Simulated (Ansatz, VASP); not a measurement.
## CaS in VASP and in Ansatz

POSCAR

```
CaS
1.0
    0.0000000000      2.8430011916      2.8430011916
    2.8430011916      0.0000000000      2.8430011916
    2.8430011916      2.8430011916      0.0000000000
Ca S
1 1
Direct
    0.5000000000      0.5000000000      0.5000000000
    0.0000000000      0.0000000000      0.0000000000
```

The input INCAR.step1:

```
PREC = Accurate
ENCUT = 440
EDIFF = 1E-5
ISMEAR = 0
SIGMA = 0.05
LREAL = F
LASPH = T
NELM = 120
ALGO = Normal
ISIF = 2
LWAVE = T
LCHARG = F
NBANDS = 15
GGA = PE
GGA_COMPAT = F
```

INCAR.step2

```
PREC = Accurate
ENCUT = 440
EDIFF = 1E-6
ISMEAR = 0
SIGMA = 0.05
LREAL = F
LASPH = T
NELM = 120
ALGO = Normal
ISIF = 2
LWAVE = F
LCHARG = F
METAGGA = R2SCAN
LHFCALC = T
AEXX = 0.5
LMIXTAU = T
PRECFOCK = Normal
NBANDS = 15
ISTART = 1
GGA_COMPAT = F
```

KPOINTS

```
regular mesh
0
Gamma
  4 4 4
```

Input for Ansatz:

```yaml
crystal:
  lattice:
    - [0.0, 2.8430011916, 2.8430011916]
    - [2.8430011916, 0.0, 2.8430011916]
    - [2.8430011916, 2.8430011916, 0.0]
  atoms:
    - { symbol: Ca, position: [0.5, 0.5, 0.5] }
    - { symbol: S, position: [0.0, 0.0, 0.0] }
basis:
  ecutwfc: 500
  ecutrho_ratio: 4
kpoints:
  mp_grid: { grid: [4, 4, 4] }
hamiltonian:
  xc: r2scan50
scf:
  occupations: { method: gaussian, width: 0.05 }
  n_extra_bands: 9
output:
  forces: true
  stress: true
  eigenvalues: true
  populations: true
  dos: { projected: true, de: 0.02 }
  write_density: true
  write_potential: true
  elf: true
  volumetric_format: npy
```

Alike in both runs: task single point; functional r2SCAN50; k mesh 4 × 4 × 4; occupations gaussian, width 0.05 eV; no spin polarisation.

|  | VASP | Ansatz |
| --- | --- | --- |
| version | VASP 6.6.1 | Ansatz 0.2.0 |
| potentials or method | VASP PAW PBE potentials, release 64 (Ca_sv, S), cutoff 440 eV | scalar-relativistic, plane waves, PAW |
| valence electrons in the cell | 16 | 16 |

```csv
,VASP,Ansatz,Ansatz less VASP
gap on the k mesh at the Fermi level (eV),6.04,5.99,-0.051
least direct gap on the mesh (eV),7.07,7.03,-0.039
pressure (GPa),0.2,0.1,-0.04
```

VASP's potentials were made for PBE, not for r2SCAN50. With one functional, cell and mesh, what is left measures potentials, basis and numerics. Ansatz's warnings: stress exchange threshold loose, stress scf threshold loose.

The k mesh is coarse, so the values compare programs but aren't converged.
